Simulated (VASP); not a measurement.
# ZnS (e600) (Imm2) in VASP: further runs

The runs below take ZnS (e600) through relaxation of the atoms, with PBEsol.

Program: VASP 6.6.1. These are calculated values, not measurements. Logs are shortened: lines on timing, memory, paths and dates and some standing lists are left out, and cuts for length are marked.

## Step 1: The cell of the first run

The structure is orthorhombic, space group Imm2 (No. 44). The conventional cell has a = 3.750 Å, b = 3.811 Å, c = 5.303 Å, α = 90.00°, β = 90.00°, γ = 90.00°. Within 3.0 Å of Zn (site symmetry mm2) lie 4 S at 2.30 to 2.32 Å. S (site symmetry mm2) has 4 Zn at 2.30 to 2.32 Å within 3.0 Å.

## Step 2: Relaxation of the atoms, PBEsol (strained cell)

Input file INCAR:

```
SYSTEM = ZnS
  ALGO = Normal
  EDIFF = 1E-7
  EDIFFG = -0.002
  ENCUT = 450
  GGA = PS
  GGA_COMPAT = .False.
  IBRION = 2
  ISIF = 2
  ISMEAR = 0
  LASPH = .True.
  LCHARG = .False.
  LREAL = .False.
  LWAVE = .False.
  NELM = 120
  NELMIN = 4
  NSW = 60
  PREC = Accurate
  SIGMA = 0.02
```

Input file KPOINTS:

```
k-points
0
Gamma
  8 8 8
  0 0 0
```

Input file POSCAR:

```
ZnS
1.0
    0.0214272480      2.6730491932      2.6516219451
    2.6730491932      0.0214272480      2.6516219451
    2.6944764412      2.6944764412      0.0000000000
Zn S
1 1
Direct
    0.0000000000      0.0000000000      0.0000000000
    0.2500000000      0.2500000000      0.2500000000
```

Potentials or basis: VASP PAW PBE potentials, release 64 (Zn, S).

Command:

```sh
$ cat potpaw_PBE.64/Zn/POTCAR potpaw_PBE.64/S/POTCAR > POTCAR
$ mpirun -np 1 vasp_std > vasp.out
```

OUTCAR:

```text
SYSTEM = ZnS
   EDIFF = 1E-7
   EDIFFG = -0.002
   ENCUT = 450
   GGA = PS
   IBRION = 2
   ISIF = 2
   ISMEAR = 0
   LASPH = .True.
   LREAL = .False.
   NELM = 120
   NELMIN = 4
   NSW = 60
   PREC = Accurate

 ion  position               nearest neighbor table
   1  0.000  0.000  0.000-   2 2.30   2 2.30   2 2.32   2 2.32
   2  0.250  0.250  0.250-   1 2.30   1 2.30   1 2.32   1 2.32

  LATTYP: Found a body centered orthorhombic cell.
 ALAT       =     3.7499597172
 B/A-ratio  =     1.0161616161
 C/A-ratio  =     1.4142135623

  Lattice vectors:

 A1 = (   2.6730491932,   0.0214272480,  -2.6516219451)
 A2 = (  -2.6730491932,  -0.0214272480,  -2.6516219451)
 A3 = (   0.0214272480,   2.6730491932,   2.6516219451)

Analysis of symmetry for initial positions (statically):
=====================================================================
 Subroutine PRICEL returns:
 Original cell was already a primitive cell.

 Routine SETGRP: Setting up the symmetry group for a
 body centered orthorhombic supercell.

 Subroutine GETGRP returns: Found  4 space group operations
 (whereof  4 operations were pure point group operations)
 out of a pool of  8 trial point group operations.

The static configuration has the point symmetry C_2v.

Analysis of symmetry for dynamics (positions and initial velocities):
=====================================================================
 Subroutine PRICEL returns:
 Original cell was already a primitive cell.

 Routine SETGRP: Setting up the symmetry group for a
 body centered orthorhombic supercell.

 Subroutine GETGRP returns: Found  4 space group operations
 (whereof  4 operations were pure point group operations)
 out of a pool of  8 trial point group operations.

The dynamic configuration has the point symmetry C_2v.

 Subroutine INISYM returns: Found  4 space group operations
 (whereof  4 operations are pure point group operations),
 and found     1 'primitive' translations

----------------------------------------------------------------------------------------

                                     Primitive cell

  volume of cell :      37.8903

  direct lattice vectors                    reciprocal lattice vectors
     0.021427248  2.673049193  2.651621945    -0.188563834  0.188563834  0.188563834
     2.673049193  0.021427248  2.651621945     0.188563834 -0.188563834  0.188563834
     2.694476441  2.694476441  0.000000000     0.185564807  0.185564807 -0.188563834

  length of vectors
     3.765202525  3.765202525  3.810565127     0.326602141  0.326602141  0.323148440

  position of ions in fractional coordinates (direct lattice)
     0.000000000  0.000000000  0.000000000
     0.250000000  0.250000000  0.250000000

  ion indices of the primitive-cell ions
   primitive index   ion index
                 1           1
                 2           2

----------------------------------------------------------------------------------------

 KPOINTS: k-points

Automatic generation of k-mesh.
 Grid dimensions read from file:
 generate k-points for:    8    8    8

 Generating k-lattice:

  Cartesian coordinates                     Fractional coordinates (reciprocal lattice)
    -0.023570479  0.023570479  0.023570479     0.125000000  0.000000000  0.000000000
     0.023570479 -0.023570479  0.023570479     0.000000000  0.125000000  0.000000000
     0.023195601  0.023195601 -0.023570479    -0.000000000 -0.000000000  0.125000000

  Length of vectors
     0.040825268  0.040825268  0.040393555

  Shift w.r.t. Gamma in fractional coordinates (k-lattice)
     0.000000000  0.000000000  0.000000000

 Subroutine IBZKPT returns following result:
 ===========================================

 Found     95 irreducible k-points:

 Following reciprocal coordinates:
            Coordinates               Weight
  0.000000  0.000000  0.000000      1.000000
  0.125000 -0.000000  0.000000      4.000000
  0.250000 -0.000000  0.000000      4.000000
  0.375000 -0.000000  0.000000      4.000000
  0.500000 -0.000000  0.000000      2.000000
  0.125000  0.125000  0.000000      2.000000
[... 16 lines left out ...]
  0.125000 -0.000000  0.125000      4.000000
  0.250000 -0.000000  0.125000      8.000000
 [... further k-points ...]
   k-points           NKPTS =     95   k-points in BZ     NKDIM =     95   number of bands    NBANDS=     13
   number of dos      NEDOS =    301   number of ions     NIONS =      2
   total plane-waves  NPLWV =  21952
   dimension x,y,z NGX =    28 NGY =   28 NGZ =   28
   dimension x,y,z NGXF=    56 NGYF=   56 NGZF=   56
   ions per type =               1   1
   NGX,Y,Z   is equivalent  to a cutoff of  12.36, 12.36, 12.22 a.u.
   NGXF,Y,Z  is equivalent  to a cutoff of  24.73, 24.73, 24.43 a.u.
 SYSTEM =  ZnS
   PREC   = accura    normal or accurate (medium, high low for compatibility)
   ISTART =      0    job   : 0-new  1-cont  2-samecut
   ICHARG =      2    charge: 1-file 2-atom 10-const
   ISPIN  =      1    spin polarized calculation?
   LNONCOLLINEAR =      F non collinear calculations
   LSORBIT =      F    spin-orbit coupling
   LASPH  =      T    aspherical Exc in radial PAW
   ENCUT  =  450.0 eV  33.07 Ry    5.75 a.u.   6.51  6.51  6.59*2*pi/ulx,y,z
   NELM   =    120;   NELMIN=  4; NELMDL= -5     # of ELM steps
   EDIFF  = 0.1E-06   stopping-criterion for ELM
   LREAL  =      F    real-space projection
   EDIFFG = -.2E-02   stopping-criterion for IOM
   NSW    =     60    number of steps for IOM
   IBRION =      2    ionic relax: 0-MD 1-quasi-New 2-CG
   NFREE  =      1    steps in history (QN), initial steepest desc. (CG)
   ISIF   =      2    stress and relaxation
   ISYM   =      2    0-nonsym 1-usesym 2-fastsym
   POTIM  = 0.5000    time-step for ionic-motion
   TEBEG  =    0.0;   TEEND  =   0.0 temperature during run
   PSTRESS=    0.0 pullay stress
   NELECT =      18.0000    total number of electrons
   NUPDOWN=      -1.0000    fix difference up-down
   EMIN   =  10.00;   EMAX   =-10.00  energy-range for DOS
   EFERMI =   0.00;   METHOD = LEGACY
   ISMEAR =     0;   SIGMA  =   0.02  broadening in eV -4-tet -1-fermi 0-gaus
   EFERMI_NEDOS =   21; number of points for ismear=-14 and -15
   IALGO  =     38    algorithm
   IMIX   =      4    mixing-type and parameters
     AMIX     =   0.40;   BMIX     =  1.00
     AMIX_MAG =   1.60;   BMIX_MAG =  1.00
  volume/ion in A,a.u.               =      18.95       127.85
  Fermi-wavevector in a.u.,A,eV,Ry     =   1.277389  2.413915 22.200931  1.631722
  Thomas-Fermi vector in A             =   2.409991
   LORBIT       =      0    0 simple, 1 ext, 2 COOP (PROOUT), +10 PAW based schemes
   GGA     = PS    functional components
   LHFCALC =     F    Hartree Fock is set to
   AEXX    =    0.0000 exact exchange contribution
   IVDW    =     0    specifies the selected vdW correction
   LEPSILON=     F    determine dielectric tensor
   LRPA    =     F    only Hartree local field effects (RPA)
 conjugate gradient relaxation of ions
 non-spin polarized calculation
 Gauss-broadening in eV      SIGMA  =   0.02
  energy-cutoff  :      450.00
  volume of cell :       37.89
 maximum number of plane-waves:       869
 NGX is ok and might be reduce to    28
   NGX = 13   NGY = 13   NGZ = 13

--------------------------------------- Ionic step        1  -------------------------------------------

 number of electron      18.0000016 magnetization

 Free energy of the ion-electron system (eV)
  ---------------------------------------------------
  ext. energy  EPLUGINS =         0.00000000
  ---------------------------------------------------
  free energy    TOTEN  =        -7.58256722 eV

  energy without entropy =       -7.58256722  energy(sigma->0) =       -7.58256722

------------------------ aborting loop because EDIFF is reached ----------------------------------------

  FORCE on cell =-STRESS in cart. coord.  units (eV):
  Direction    XX          YY          ZZ          XY          YZ          ZX
  --------------------------------------------------------------------------------------
  -------------------------------------------------------------------------------------
  Total        0.2761024      0.2761024      0.3515970     -0.2943851      0.0000000      0.0000000
  in kB       11.6749016     11.6749016     14.8671636    -12.4479784      0.0000000      0.0000000
  external PRESSURE =      12.7389889 kB  Pullay stress =       0.0000000 kB

 VOLUME and BASIS-vectors are now :
 -----------------------------------------------------------------------------
  energy-cutoff  :      450.00
  volume of cell :       37.89
      direct lattice vectors                 reciprocal lattice vectors
     0.021427248  2.673049193  2.651621945    -0.188563834  0.188563834  0.188563834
     2.673049193  0.021427248  2.651621945     0.188563834 -0.188563834  0.188563834
     2.694476441  2.694476441  0.000000000     0.185564807  0.185564807 -0.188563834
[... 37 lines left out ...]
 POSITION                                       TOTAL-FORCE (eV/Angst)
 -----------------------------------------------------------------------------------
      2.69448      2.69448      0.00516        -0.000000     -0.000000      0.039768
      1.34724      1.34724      1.32065         0.000000      0.000000     -0.039768
 -----------------------------------------------------------------------------------
    total drift:                                0.000000      0.000000     -0.000744

  FREE ENERGIE OF THE ION-ELECTRON SYSTEM (eV)
  ---------------------------------------------------
  free  energy   TOTEN  =        -7.5833244702 eV

  energy  without entropy=       -7.5833244702  energy(sigma->0) =       -7.58332447

--------------------------------------- Ionic step        3  -------------------------------------------

 number of electron      18.0000012 magnetization

 Free energy of the ion-electron system (eV)
  ---------------------------------------------------
  ext. energy  EPLUGINS =         0.00000000
  ---------------------------------------------------
  free energy    TOTEN  =        -7.58344745 eV

  energy without entropy =       -7.58344745  energy(sigma->0) =       -7.58344745

 E-fermi :   2.5136     XC(G=0): -10.0410

 val. band max:        2.4355332361   @ k =   0.0000   0.0000   0.0000
 cond. band min:       4.5493554807   @ k =   0.0000   0.0000   0.0000
 fundamental gap:      2.1138222446
 Fermi energy:         2.5135984745

 k-point     1 :       0.0000    0.0000    0.0000
  band No.  band energies     occupation
      1     -11.0470      2.00000
      2      -4.1524      2.00000
      3      -4.1411      2.00000
      4      -4.1390      2.00000
      5      -3.5980      2.00000
      6      -3.5952      2.00000
      7       2.3463      2.00000
      8       2.4174      2.00000
      9       2.4355      2.00000
     10       4.5494      0.00000
     11       8.5695      0.00000
     12       8.6834      0.00000
     13       8.7870      0.00000

 k-point     2 :       0.1250   -0.0000    0.0000
  band No.  band energies     occupation
      1     -10.9180      2.00000
      2      -4.1445      2.00000
      3      -4.1289      2.00000
      4      -4.1174      2.00000
      5      -3.6002      2.00000
      6      -3.5971      2.00000
      7       1.2646      2.00000
      8       2.1799      2.00000
      9       2.2620      2.00000
     10       5.3675      0.00000
     11       8.6538      0.00000
[... 339 lines left out ...]
 k-point    24 :       0.2500   -0.0000    0.1250
  band No.  band energies     occupation
      1     -10.6078      2.00000
      2      -4.1730      2.00000
      3      -4.0521      2.00000
      4      -4.0455      2.00000
      5      -3.6263      2.00000
      6      -3.5720      2.00000
      7      -0.0369      2.00000
      8       1.5306      2.00000
      9       1.6238      2.00000
     10       6.4493      0.00000
     11       7.8363      0.00000
     12       9.7008      0.00000
     13       9.9476      0.00000

 [... further k-points ...]

------------------------ aborting loop because EDIFF is reached ----------------------------------------

  FORCE on cell =-STRESS in cart. coord.  units (eV):
  Direction    XX          YY          ZZ          XY          YZ          ZX
  --------------------------------------------------------------------------------------
  -------------------------------------------------------------------------------------
  Total        0.2672628      0.2672628      0.3438437     -0.1842421      0.0000000      0.0000000
  in kB       11.3011208     11.3011208     14.5393167     -7.7906153      0.0000000      0.0000000
  external PRESSURE =      12.3805194 kB  Pullay stress =       0.0000000 kB

 VOLUME and BASIS-vectors are now :
 -----------------------------------------------------------------------------
  energy-cutoff  :      450.00
  volume of cell :       37.89
      direct lattice vectors                 reciprocal lattice vectors
     0.021427248  2.673049193  2.651621945    -0.188563834  0.188563834  0.188563834
     2.673049193  0.021427248  2.651621945     0.188563834 -0.188563834  0.188563834
     2.694476441  2.694476441  0.000000000     0.185564807  0.185564807 -0.188563834

 POSITION                                       TOTAL-FORCE (eV/Angst)
 -----------------------------------------------------------------------------------
      2.69448      2.69448      0.00821        -0.000000     -0.000000      0.000241
      1.34724      1.34724      1.31760         0.000000      0.000000     -0.000241
 -----------------------------------------------------------------------------------
    total drift:                               -0.000000     -0.000000     -0.001196

  FREE ENERGIE OF THE ION-ELECTRON SYSTEM (eV)
  ---------------------------------------------------
  free  energy   TOTEN  =        -7.5834474527 eV

  energy  without entropy=       -7.5834474527  energy(sigma->0) =       -7.58344745

 reached required accuracy - stopping structural energy minimisation
```

Wall time 62 s (1 thread of Intel Xeon 6975P-C, shared host); peak memory 0.18 GiB.

Results:

* Free energy: -7.5834 eV
* Energy gained by relaxing: 0.4 meV/atom
* Ionic steps: 3
* Pressure after relaxing: 1.2 GPa
* Band gap on the k mesh: 2.11 eV, direct

Stress tensor (GPa, compression positive):
```
 1.13 -0.78  0.00
-0.78  1.13  0.00
 0.00  0.00  1.45
```

Step by step:
```csv
step,energy change (eV),largest force (eV/Å),pressure (GPa)
1,0.0000,0.1069,1.27
2,-0.0008,0.0398,1.25
3,-0.0009,0.0002,1.24
```

Final structure:
```
Zn S
1.0
     0.02143    2.67305    2.65162
     2.67305    0.02143    2.65162
     2.69448    2.69448    0.00000
Zn S
1 1
Direct
  0.00155 0.00155 0.99845
  0.24845 0.24845 0.25155
```

Caveat: the cell differs from its parent crystal (strained cell); the PAW data sets were made with another functional, which shifts forces and pressure a little.

## Step 3: Relaxation of the atoms, PBEsol (strained cell)

Input file INCAR:

```
SYSTEM = ZnS
PREC = Accurate
ENCUT = 450
EDIFF = 1E-7
ISMEAR = 0
SIGMA = 0.02
LREAL = .FALSE.
LASPH = .TRUE.
NELM = 120
ALGO = Normal
ISIF = 2
LWAVE = .FALSE.
LCHARG = .FALSE.
GGA = PS
IBRION = 2
NSW = 60
EDIFFG = -0.002
GGA_COMPAT = .FALSE.
NELMIN = 4
```

Input file KPOINTS:

```
Automatic mesh
0
G
  8 8 8
  0 0 0
```

Input file POSCAR:

```
ZnS
1.0
    0.0236293819      2.6752513271      2.6516219451
    2.6752513271      0.0236293819      2.6516219451
    2.6988807090      2.6988807090      0.0000000000
Zn S
1 1
Direct
    0.0015603532      0.0015603532     -0.0015603532
    0.2484396468      0.2484396468      0.2515603532
```

Potentials or basis: VASP PAW PBE potentials, release 64 (Zn, S).

Command:

```sh
$ cat potpaw_PBE.64/Zn/POTCAR potpaw_PBE.64/S/POTCAR > POTCAR
$ mpirun -np 1 vasp_std > vasp.out
```

OUTCAR:

```text
SYSTEM = ZnS
   PREC = Accurate
   ENCUT = 450
   EDIFF = 1E-7
   ISMEAR = 0
   LREAL = .FALSE.
   LASPH = .TRUE.
   NELM = 120
   ISIF = 2
   GGA = PS
   IBRION = 2
   NSW = 60
   EDIFFG = -0.002
   NELMIN = 4

 ion  position               nearest neighbor table
   1  0.002  0.002  0.998-   2 2.31   2 2.31   2 2.31   2 2.31
   2  0.248  0.248  0.252-   1 2.31   1 2.31   1 2.31   1 2.31

  LATTYP: Found a body centered orthorhombic cell.
 ALAT       =     3.7499597172
 B/A-ratio  =     1.0178225874
 C/A-ratio  =     1.4142135623

  Lattice vectors:

 A1 = (   2.6752513271,   0.0236293819,  -2.6516219451)
 A2 = (  -2.6752513271,  -0.0236293819,  -2.6516219451)
 A3 = (   0.0236293819,   2.6752513271,   2.6516219451)

Analysis of symmetry for initial positions (statically):
[... 270 lines left out ...]
      5      -3.6088      2.00000
      6      -3.6057      2.00000
      7       2.3251      2.00000
      8       2.4029      2.00000
      9       2.4231      2.00000
     10       4.5252      0.00000
     11       8.5447      0.00000
     12       8.6701      0.00000
     13       8.7836      0.00000
[... 354 lines left out ...]
  band No.  band energies     occupation
      1     -10.6123      2.00000
      2      -4.1812      2.00000
      3      -4.0611      2.00000
      4      -4.0539      2.00000
      5      -3.6369      2.00000
      6      -3.5827      2.00000
      7      -0.0483      2.00000
      8       1.5146      2.00000
      9       1.6109      2.00000
     10       6.4228      0.00000
     11       7.8192      0.00000
     12       9.6814      0.00000
     13       9.9317      0.00000

 [... further k-points ...]

------------------------ aborting loop because EDIFF is reached ----------------------------------------

  FORCE on cell =-STRESS in cart. coord.  units (eV):
  Direction    XX          YY          ZZ          XY          YZ          ZX
  --------------------------------------------------------------------------------------
  -------------------------------------------------------------------------------------
  Total        0.2321757      0.2321757      0.3165978     -0.2031559      0.0000000      0.0000000
  in kB        9.8014547      9.8014547     13.3653871     -8.5763619      0.0000000      0.0000000
  external PRESSURE =      10.9894322 kB  Pullay stress =       0.0000000 kB
[... 17 lines left out ...]
  FREE ENERGIE OF THE ION-ELECTRON SYSTEM (eV)
  ---------------------------------------------------
  free  energy   TOTEN  =        -7.5835932625 eV

  energy  without entropy=       -7.5835932625  energy(sigma->0) =       -7.58359326

 reached required accuracy - stopping structural energy minimisation
```

OSZICAR:

```text
N       E                     dE             d eps       ncg     rms          rms(c)
DAV:   1     0.846122983765E+02    0.84612E+02   -0.86370E+03  2470   0.154E+03
DAV:   2    -0.220928326357E+01   -0.86822E+02   -0.83021E+02  2645   0.272E+02
DAV:   3    -0.792079124968E+01   -0.57115E+01   -0.56307E+01  3035   0.716E+01
[... 18 lines left out ...]
       N       E                     dE             d eps       ncg     rms          rms(c)
DAV:   1    -0.758359244228E+01   -0.26104E-06   -0.54354E-04  2665   0.199E-01    0.668E-03
DAV:   2    -0.758359330068E+01   -0.85840E-06   -0.90470E-06  2830   0.278E-02    0.228E-03
DAV:   3    -0.758359327667E+01    0.24005E-07   -0.87916E-08  2057   0.321E-03    0.150E-03
DAV:   4    -0.758359326246E+01    0.14209E-07   -0.54957E-08  1360   0.220E-03
   3 F= -.75835933E+01 E0= -.75835933E+01  d E =-.760346E-05
```

It took 46 s on 1 thread of Intel Xeon 6975P-C, shared host; peak memory 0.18 GiB.

Results:

- Free energy: -7.5836 eV
- Energy gained by relaxing: 0.0 meV/atom
- Ionic steps: 3
- Pressure after relaxing: 1.1 GPa
- Band gap on the k mesh: 2.10 eV, direct

Final structure:
```yaml
crystal:
  lattice:
    - [0.02363, 2.67525, 2.65162]
    - [2.67525, 0.02363, 2.65162]
    - [2.69888, 2.69888, 0.00000]
  atoms:
    - { symbol: Zn, position: [0.00171, 0.00171, 0.99829] }
    - { symbol: S, position: [0.24829, 0.24829, 0.25171] }
```

Caveat: the cell differs from its parent crystal (strained cell); the PAW data sets were made with another functional, which shifts forces and pressure a little.
